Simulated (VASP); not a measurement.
GaSb: relaxation of cell and atoms with PBE

GaSb:

```
Ga Sb
1.0
    -1.72049    2.43400    2.88463
     1.72049   -2.43400    2.88463
     1.72049    2.43400   -2.88463
Ga Sb
1 1
Direct
  0.50000 0.50000 0.00000
  0.00000 0.00000 0.00000
```

| Property | Result |
| --- | --- |
| Program | VASP 6.6.1 |
| Task | relaxation of cell and atoms |
| Functional | PBE |
| Potentials or basis | VASP PAW PBE potentials, release 64 (Ga_d, Sb) |
| Cutoff | 600 eV |
| k mesh | 6 × 6 × 6 |
| Occupations | gaussian, width 0.1 eV |
| Spin | no spin polarisation |
| Dipole correction | no |
| Further INCAR settings | ALGO = Normal; EDIFF = 1e-07; IBRION = 2; EDIFFG = -0.04; NSW = 90; ISIF = 3 |

```json
{
 "Relaxed volume": "23.89 Å³/atom",
 "Relaxed cell": "a = 4.119 Å, b = 4.119 Å, c = 4.119 Å, α = 130.54°, β = 106.70°, γ = 93.59°",
 "Space group after relaxing (to 0.05 Å)": "Immm (No. 71)",
 "Energy gained by relaxing": "7.9 meV/atom",
 "Ionic steps": "3",
 "Pressure after relaxing": "0.1 GPa",
 "Band gap on the k mesh": "zero (band 9 reaches 9.60 eV, above the bottom of band 10 at 4.25 eV)"
}
```

Stress tensor (GPa, compression positive):
```
-0.04  0.00  0.00
 0.00  0.19  0.00
 0.00  0.00  0.12
```

The path:
```tsv
step	energy change (eV)	largest force (eV/Å)	pressure (GPa)	volume (Å³)
1	0.0000	0.0000	-0.55	48.32
2	-0.0156	0.0000	0.21	47.72
3	-0.0158	0.0000	0.09	47.78
```

Final structure:
```
Ga Sb
1.0
    -1.72307    2.45854    2.81988
     1.72307   -2.45854    2.81988
     1.72307    2.45854   -2.81988
Ga Sb
1 1
Direct
  0.50000 0.50000 0.00000
  0.00000 0.00000 0.00000
```

Levels at points of the mesh, in eV from the Fermi level:
```tsv
k point	band 5	band 6	band 7	band 8	band 9	band 10	band 11	band 12	band 13
(0.00, 0.00, 0.00)	-14.82	-11.92	-1.66	-1.43	-1.02	3.23	4.12	6.36	6.95
(0.50, 0.00, 0.00)	-14.82	-10.14	-7.88	0.46	2.04	2.66	3.41	3.77	4.70
(0.00, 0.50, 0.00)	-14.82	-8.74	-6.63	-1.08	-0.44	0.30	1.01	2.76	3.40
(0.50, 0.50, 0.00)	-14.81	-8.64	-5.06	-3.42	-2.29	-2.01	3.16	5.24	8.24
(0.50, 0.50, 0.50)	-14.81	-8.88	-5.21	-5.12	-4.33	0.68	4.75	9.07	10.24
```

Wall time 42 s on 1 thread of Intel(R) Xeon(R) Platinum 8488C (Sapphire Rapids), on a shared host, peak memory 0.22 GiB.

Caveat: the k points lie up to 0.37 Å⁻¹ apart in the final cell; spin-orbit coupling is left out, which moves the levels of the heavy elements.
